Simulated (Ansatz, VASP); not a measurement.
**Zr in VASP and in Ansatz**

Contents of INCAR:

```
  PREC = Accurate
  ENCUT = 520
  EDIFF = 1E-7
  ISMEAR = -1
  SIGMA = 0.03
  LREAL = False
  LASPH = True
  NELM = 100
  ALGO = Normal
  ISIF = 2
  LWAVE = False
  LCHARG = False
  NBANDS = 12
```

KPOINTS

```
Automatic mesh
0
Gamma
  16 16 16
```

POSCAR

```
Zr
1.0
   -1.8039464431      1.8039464431      1.8039464431
    1.8039464431     -1.8039464431      1.8039464431
    1.8039464431      1.8039464431     -1.8039464431
Zr
1
Direct
    0.0000000000      0.0000000000      0.0000000000
```

Input for Ansatz:

```yaml
crystal:
  lattice:
    - [-1.8039464431, 1.8039464431, 1.8039464431]
    - [1.8039464431, -1.8039464431, 1.8039464431]
    - [1.8039464431, 1.8039464431, -1.8039464431]
  atoms:
    - { symbol: Zr, position: [0.0, 0.0, 0.0] }
kpoints:
  mp_grid: { grid: [16, 16, 16] }
  band_path:
    path:
      - [0.0, 0.0, 0.0]
      - [0.5, -0.5, 0.5]
      - [0.0, 0.0, 0.5]
      - [0.0, 0.0, 0.0]
      - [0.25, 0.25, 0.25]
      - [0.5, -0.5, 0.5]
      - [0.25, 0.25, 0.25]
      - [0.0, 0.0, 0.5]
    npoints: 5
scf:
  occupations: { method: fermi_dirac, width: 0.03 }
hamiltonian:
  xc: lda
  pseudopotentials: { kind: all_electron, lapw: { basis_error: 0.0005 } }
output:
  forces: true
  stress: true
  eigenvalues: true
```

Change from the starting cell: volume scaled by 0.99.

Alike in both runs: task single point; functional LDA; k mesh 16 × 16 × 16; occupations fermi-dirac, width 0.03 eV; no spin polarisation.

|  | VASP | Ansatz |
| --- | --- | --- |
| version | VASP 6.6.1 | Ansatz 0.2.0 |
| potentials or method | VASP PAW LDA potentials, release 64 (Zr_sv), cutoff 520 eV | all-electron LAPW, scalar-relativistic |

|  | VASP | Ansatz | Ansatz less VASP |
| --- | --- | --- | --- |
| pressure (GPa) | -8.8 | -8.9 | -0.05 |

LDA's correlation is that of Perdew and Zunger in VASP and of Perdew and Wang (1992) in Ansatz. Ansatz ran all-electron here, and VASP with PAW potentials.
